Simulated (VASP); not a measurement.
The system is As.

```
As
1.0
     2.71004   -0.01738   -0.01186
    -0.01738    2.72970    0.03326
    -0.01186    0.03326    2.67219
As
1
Direct
  0.48435 0.50553 0.49638
```

Base run:

- Program: VASP 6.6.1
- Functional: LDA
- Potentials or basis: VASP PAW LDA potentials, release 64 (As)
- Cutoff: 520 eV
- k mesh: 7 × 7 × 7
- Occupations: gaussian, width 0.05 eV
- Spin: no spin polarisation

Its results: band gap on the k mesh zero (an odd number of electrons rules out a gap without spin polarisation); pressure -2.5 GPa.

Task: The run is repeated on the same cell with these changes: k mesh from 7 × 7 × 7 to 11 × 11 × 11. What comes out?

Result: Band gap on the k mesh zero (an odd number of electrons rules out a gap without spin polarisation); pressure -2.0 GPa.

Caveats: the stress differs along the axes, from -6 to 1 GPa (at least some runs).
